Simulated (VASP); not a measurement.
# SrTe (Fm-3m) in VASP: notebook

Runs on SrTe. Level: PBE. Tasks: single point.

All numbers are computed with VASP 6.6.1; they aren't measurements. Logs are shortened: lines on timing, memory, paths and dates and some standing lists are left out, and cuts for length are marked.

## Step 1: The cell of the first run

It takes space group Fm-3m (No. 225, cubic). Conventional cell: a = 6.836 Å, b = 6.836 Å, c = 6.836 Å, α = 90.00°, β = 90.00°, γ = 90.00°. Sr (site symmetry m-3m) has 6 Te at 3.42 Å within 4.5 Å. Within 4.5 Å of Te (site symmetry m-3m) lie 6 Sr at 3.42 Å.

## Step 2: Single point, PBE (Ba replaced by Sr, lengths x 0.966, strained)

Contents of INCAR:

```
SYSTEM = SrTe
ALGO = Normal ; EDIFF = 1E-6
ENCUT = 500 ; GGA = PE
GGA_COMPAT = .False. ; ISIF = 2
ISMEAR = 0 ; LASPH = .True.
LCHARG = .False. ; LREAL = .False.
LWAVE = .False. ; NBANDS = 15
NELM = 120 ; PREC = Accurate
SIGMA = 0.02
```

Contents of KPOINTS:

```
k-points
0
Gamma
  8 8 8
  0 0 0
```

Contents of POSCAR:

```
SrTe
1.0
    0.0000000000      3.4180025841      3.4180025841
    3.4180025841      0.0000000000      3.4180025841
    3.4180025841      3.4180025841      0.0000000000
Sr Te
1 1
Direct
    0.0000000000      0.0000000000      0.0000000000
    0.5000000000      0.5000000000      0.5000000000
```

Potentials or basis: VASP PAW PBE potentials, release 64 (Sr_sv, Te).

Started as:

```
$ cat potpaw_PBE.64/Sr_sv/POTCAR potpaw_PBE.64/Te/POTCAR > POTCAR
$ mpirun -np 1 vasp_std > vasp.out
```

OUTCAR:

```text
SYSTEM = SrTe
   EDIFF = 1E-6
   ENCUT = 500
   GGA = PE
   ISIF = 2
   ISMEAR = 0
   LASPH = .True.
   LREAL = .False.
   NELM = 120
   PREC = Accurate

 ion  position               nearest neighbor table
   1  0.000  0.000  0.000-   2 3.42   2 3.42   2 3.42   2 3.42   2 3.42   2 3.42
   2  0.500  0.500  0.500-   1 3.42   1 3.42   1 3.42   1 3.42   1 3.42   1 3.42

  LATTYP: Found a face centered cubic cell.
 ALAT       =     6.8360051682

  Lattice vectors:

 A1 = (   0.0000000000,   3.4180025841,   3.4180025841)
 A2 = (   3.4180025841,   0.0000000000,   3.4180025841)
 A3 = (   3.4180025841,   3.4180025841,   0.0000000000)

Analysis of symmetry for initial positions (statically):
=====================================================================
 Subroutine PRICEL returns:
 Original cell was already a primitive cell.

 Routine SETGRP: Setting up the symmetry group for a
 face centered cubic supercell.

 Subroutine GETGRP returns: Found 48 space group operations
 (whereof 48 operations were pure point group operations)
 out of a pool of 48 trial point group operations.

The static configuration has the point symmetry O_h .

Analysis of symmetry for dynamics (positions and initial velocities):
=====================================================================
 Subroutine PRICEL returns:
 Original cell was already a primitive cell.

 Routine SETGRP: Setting up the symmetry group for a
 face centered cubic supercell.

 Subroutine GETGRP returns: Found 48 space group operations
 (whereof 48 operations were pure point group operations)
 out of a pool of 48 trial point group operations.

The dynamic configuration has the point symmetry O_h .

 Subroutine INISYM returns: Found 48 space group operations
 (whereof 48 operations are pure point group operations),
 and found     1 'primitive' translations

----------------------------------------------------------------------------------------

                                     Primitive cell

  volume of cell :      79.8633

  direct lattice vectors                    reciprocal lattice vectors
     0.000000000  3.418002584  3.418002584    -0.146284266  0.146284266  0.146284266
     3.418002584  0.000000000  3.418002584     0.146284266 -0.146284266  0.146284266
     3.418002584  3.418002584  0.000000000     0.146284266  0.146284266 -0.146284266

  length of vectors
     4.833785611  4.833785611  4.833785611     0.253371781  0.253371781  0.253371781

  position of ions in fractional coordinates (direct lattice)
     0.000000000  0.000000000  0.000000000
     0.500000000  0.500000000  0.500000000

  ion indices of the primitive-cell ions
   primitive index   ion index
                 1           1
                 2           2

----------------------------------------------------------------------------------------

 KPOINTS: k-points

Automatic generation of k-mesh.
 Grid dimensions read from file:
 generate k-points for:    8    8    8

 Generating k-lattice:

  Cartesian coordinates                     Fractional coordinates (reciprocal lattice)
    -0.018285533  0.018285533  0.018285533     0.125000000  0.000000000  0.000000000
     0.018285533 -0.018285533  0.018285533     0.000000000  0.125000000  0.000000000
     0.018285533  0.018285533 -0.018285533     0.000000000  0.000000000  0.125000000

  Length of vectors
     0.031671473  0.031671473  0.031671473

  Shift w.r.t. Gamma in fractional coordinates (k-lattice)
     0.000000000  0.000000000  0.000000000

 Subroutine IBZKPT returns following result:
 ===========================================

 Found     29 irreducible k-points:

 Following reciprocal coordinates:
            Coordinates               Weight
  0.000000  0.000000  0.000000      1.000000
  0.125000  0.000000  0.000000      8.000000
  0.250000  0.000000  0.000000      8.000000
  0.375000  0.000000  0.000000      8.000000
  0.500000  0.000000  0.000000      4.000000
  0.125000  0.125000  0.000000      6.000000
[... 16 lines left out ...]
  0.500000  0.250000  0.125000     48.000000
 -0.375000  0.250000  0.125000     24.000000
 [... further k-points ...]
   k-points           NKPTS =     29   k-points in BZ     NKDIM =     29   number of bands    NBANDS=     15
   number of dos      NEDOS =    301   number of ions     NIONS =      2
   total plane-waves  NPLWV =  46656
   dimension x,y,z NGX =    36 NGY =   36 NGZ =   36
   dimension x,y,z NGXF=    72 NGYF=   72 NGZF=   72
   ions per type =               1   1
   NGX,Y,Z   is equivalent  to a cutoff of  12.38, 12.38, 12.38 a.u.
   NGXF,Y,Z  is equivalent  to a cutoff of  24.76, 24.76, 24.76 a.u.
 SYSTEM =  SrTe
   PREC   = accura    normal or accurate (medium, high low for compatibility)
   ISTART =      0    job   : 0-new  1-cont  2-samecut
   ICHARG =      2    charge: 1-file 2-atom 10-const
   ISPIN  =      1    spin polarized calculation?
   LNONCOLLINEAR =      F non collinear calculations
   LSORBIT =      F    spin-orbit coupling
   LASPH  =      T    aspherical Exc in radial PAW
   ENCUT  =  500.0 eV  36.75 Ry    6.06 a.u.   8.81  8.81  8.81*2*pi/ulx,y,z
   NELM   =    120;   NELMIN=  2; NELMDL= -5     # of ELM steps
   EDIFF  = 0.1E-05   stopping-criterion for ELM
   LREAL  =      F    real-space projection
   EDIFFG = 0.1E-04   stopping-criterion for IOM
   NSW    =      0    number of steps for IOM
   IBRION =     -1    ionic relax: 0-MD 1-quasi-New 2-CG
   NFREE  =      0    steps in history (QN), initial steepest desc. (CG)
   ISIF   =      2    stress and relaxation
   ISYM   =      2    0-nonsym 1-usesym 2-fastsym
   POTIM  = 0.5000    time-step for ionic-motion
   TEBEG  =    0.0;   TEEND  =   0.0 temperature during run
   PSTRESS=    0.0 pullay stress
   NELECT =      16.0000    total number of electrons
   NUPDOWN=      -1.0000    fix difference up-down
   EMIN   =  10.00;   EMAX   =-10.00  energy-range for DOS
   EFERMI =   0.00;   METHOD = LEGACY
   ISMEAR =     0;   SIGMA  =   0.02  broadening in eV -4-tet -1-fermi 0-gaus
   EFERMI_NEDOS =   21; number of points for ismear=-14 and -15
   IALGO  =     38    algorithm
   IMIX   =      4    mixing-type and parameters
     AMIX     =   0.40;   BMIX     =  1.00
     AMIX_MAG =   1.60;   BMIX_MAG =  1.00
  volume/ion in A,a.u.               =      39.93       269.47
  Fermi-wavevector in a.u.,A,eV,Ry     =   0.957927  1.810220 12.485036  0.917624
  Thomas-Fermi vector in A             =   2.086989
   LORBIT       =      0    0 simple, 1 ext, 2 COOP (PROOUT), +10 PAW based schemes
   GGA     = PE    functional components
   LHFCALC =     F    Hartree Fock is set to
   AEXX    =    0.0000 exact exchange contribution
   IVDW    =     0    specifies the selected vdW correction
   LEPSILON=     F    determine dielectric tensor
   LRPA    =     F    only Hartree local field effects (RPA)
 non-spin polarized calculation
 Gauss-broadening in eV      SIGMA  =   0.02
  energy-cutoff  :      500.00
  volume of cell :       79.86
 maximum number of plane-waves:      2085
   NGX = 17   NGY = 17   NGZ = 17

 number of electron      16.0000000 magnetization

 Free energy of the ion-electron system (eV)
  ---------------------------------------------------
  ext. energy  EPLUGINS =         0.00000000
  ---------------------------------------------------
  free energy    TOTEN  =        -8.25099039 eV

  energy without entropy =       -8.25099039  energy(sigma->0) =       -8.25099039

 E-fermi :   2.4875     XC(G=0):  -8.2071

 val. band max:        2.3171804761   @ k =   0.0000   0.0000   0.0000
 cond. band min:       4.1970349121   @ k =   0.5000   0.5000   0.0000
 fundamental gap:      1.8798544359
 Fermi energy:         2.4875310062

 k-point     1 :       0.0000    0.0000    0.0000
  band No.  band energies     occupation
      1     -32.5735      2.00000
      2     -14.5437      2.00000
      3     -14.5437      2.00000
      4     -14.5437      2.00000
      5      -7.4335      2.00000
      6       2.3172      2.00000
      7       2.3172      2.00000
      8       2.3172      2.00000
      9       4.8400      0.00000
     10       5.6464      0.00000
     11       5.6464      0.00000
     12       5.6464      0.00000
     13       6.2137      0.00000
     14       6.2137      0.00000
     15       9.8019      0.00000

 k-point     2 :       0.1250    0.0000    0.0000
  band No.  band energies     occupation
      1     -32.5731      2.00000
      2     -14.5565      2.00000
      3     -14.5443      2.00000
      4     -14.5443      2.00000
      5      -7.3653      2.00000
      6       1.6969      2.00000
      7       2.1274      2.00000
      8       2.1274      2.00000
      9       5.3063      0.00000
     10       5.8366      0.00000
     11       5.8366      0.00000
     12       5.9235      0.00000
     13       6.5764      0.00000
     14       6.5764      0.00000
     15      10.2601      0.00000

 k-point     3 :       0.2500    0.0000    0.0000
  band No.  band energies     occupation
      1     -32.5721      2.00000
      2     -14.5871      2.00000
      3     -14.5459      2.00000
      4     -14.5459      2.00000
      5      -7.1935      2.00000
      6       0.7231      2.00000
      7       1.7582      2.00000
      8       1.7582      2.00000
      9       5.5072      0.00000
     10       6.3204      0.00000
     11       6.3204      0.00000
     12       7.1208      0.00000
     13       7.4969      0.00000
     14       7.4969      0.00000
     15      10.2887      0.00000
[... 343 lines left out ...]
 k-point    23 :       0.5000    0.2500    0.1250
  band No.  band energies     occupation
      1     -32.5706      2.00000
      2     -14.6062      2.00000
      3     -14.5660      2.00000
      4     -14.5527      2.00000
      5      -7.0013      2.00000
      6       0.2132      2.00000
      7       1.2470      2.00000
      8       1.4163      2.00000
      9       5.7292      0.00000
     10       6.9189      0.00000
     11       7.2485      0.00000
     12       7.5875      0.00000
     13       7.7912      0.00000
     14       8.8369      0.00000
     15       9.7395      0.00000

 k-point    24 :      -0.3750    0.2500    0.1250
  band No.  band energies     occupation
      1     -32.5703      2.00000
      2     -14.6129      2.00000
      3     -14.5670      2.00000
      4     -14.5552      2.00000
      5      -6.9534      2.00000
      6       0.1158      2.00000
      7       1.0963      2.00000
      8       1.3423      2.00000
      9       6.2459      0.00000
     10       6.4781      0.00000
     11       7.6539      0.00000
     12       7.8009      0.00000
     13       7.9929      0.00000
     14       8.7632      0.00000
     15      10.0176      0.00000

 [... further k-points ...]

------------------------ aborting loop because EDIFF is reached ----------------------------------------

  FORCE on cell =-STRESS in cart. coord.  units (eV):
  Direction    XX          YY          ZZ          XY          YZ          ZX
  --------------------------------------------------------------------------------------
  -------------------------------------------------------------------------------------
  Total       -0.7187944     -0.7187944     -0.7187944      0.0000000      0.0000000      0.0000000
  in kB      -14.4200941    -14.4200941    -14.4200941      0.0000000      0.0000000      0.0000000
  external PRESSURE =     -14.4200941 kB  Pullay stress =       0.0000000 kB

 VOLUME and BASIS-vectors are now :
 -----------------------------------------------------------------------------
  energy-cutoff  :      500.00
  volume of cell :       79.86
      direct lattice vectors                 reciprocal lattice vectors
     0.000000000  3.418002584  3.418002584    -0.146284266  0.146284266  0.146284266
     3.418002584  0.000000000  3.418002584     0.146284266 -0.146284266  0.146284266
     3.418002584  3.418002584  0.000000000     0.146284266  0.146284266 -0.146284266

 POSITION                                       TOTAL-FORCE (eV/Angst)
 -----------------------------------------------------------------------------------
      0.00000      0.00000      0.00000        -0.000000     -0.000000     -0.000000
      3.41800      3.41800      3.41800         0.000000      0.000000      0.000000
 -----------------------------------------------------------------------------------
    total drift:                                0.000000      0.000000      0.000000

  FREE ENERGIE OF THE ION-ELECTRON SYSTEM (eV)
  ---------------------------------------------------
  free  energy   TOTEN  =        -8.2509903949 eV

  energy  without entropy=       -8.2509903949  energy(sigma->0) =       -8.25099039
```

Wall time 48 s (1 thread of Intel Xeon 8259CL, shared host); peak memory 0.22 GiB.

Results:

- Free energy: -8.2510 eV
- Pressure: -1.4 GPa
- Band gap on the k mesh: 1.88 eV (least direct gap 2.52 eV)

Levels at points of the mesh, in eV from the valence-band top:
```csv
k point,band 4,band 5,band 6,band 7,band 8,band 9,band 10,band 11,band 12,band 13
"(0.00, 0.00, 0.00)",-16.86,-9.75,0.00,0.00,0.00,2.52,3.33,3.33,3.33,3.90
"(0.50, 0.00, 0.00)",-16.87,-9.25,-2.58,-0.96,-0.96,3.79,5.01,5.20,5.20,6.49
"(0.50, 0.50, 0.00)",-16.89,-9.37,-1.83,-0.69,-0.69,1.88,3.65,4.71,5.76,5.92
```

Caveat: the cell differs from its parent crystal (Ba replaced by Sr, lengths x 0.966, strained); spin-orbit coupling is left out, which moves the levels of the heavy elements. A k mesh can miss the band edges.

## Step 3: Single point, PBE (Ba replaced by Sr, lengths x 0.966, strained)

Contents of INCAR:

```
  PREC = Accurate
  ENCUT = 500
  EDIFF = 1E-6
  ISMEAR = 0
  SIGMA = 0.02
  LREAL = False
  LASPH = True
  NELM = 120
  ALGO = Normal
  ISIF = 2
  LWAVE = False
  LCHARG = False
  GGA = PE
  NBANDS = 15
  GGA_COMPAT = False
```

Contents of KPOINTS:

```
regular mesh
0
Gamma
  8 8 8
```

Contents of POSCAR:

```
SrTe
1.0
    0.0000000000      3.4351317966      3.4351317966
    3.4351317966      0.0000000000      3.4351317966
    3.4351317966      3.4351317966      0.0000000000
Sr Te
1 1
Direct
    0.0000000000      0.0000000000      0.0000000000
    0.5000000000      0.5000000000      0.5000000000
```

Potentials or basis: VASP PAW PBE potentials, release 64 (Sr_sv, Te).

Started as:

```
$ cat potpaw_PBE.64/Sr_sv/POTCAR potpaw_PBE.64/Te/POTCAR > POTCAR
$ mpirun -np 1 vasp_std > vasp.out
```

Wall time 59 s (1 thread of Intel Xeon 8259CL, shared host); peak memory 0.22 GiB.

The run converged. Its results:

```yaml
Free_energy: -8.2388 eV
Pressure: -1.8 GPa
Band_gap_on_the_k_mesh: 1.91 eV (least direct gap 2.46 eV)
```

Levels at points of the mesh, in eV from the valence-band top:
```csv
k point,band 6,band 7,band 8,band 9,band 10,band 11
"(0.00, 0.00, 0.00)",0.00,0.00,0.00,2.46,3.34,3.34
"(0.50, 0.00, 0.00)",-2.53,-0.93,-0.93,3.77,4.98,5.17
"(0.50, 0.50, 0.00)",-1.80,-0.68,-0.68,1.91,3.60,4.69
```

Caveat: the cell differs from its parent crystal (Ba replaced by Sr, lengths x 0.966, strained); spin-orbit coupling is left out, which moves the levels of the heavy elements. A k mesh can miss the band edges.
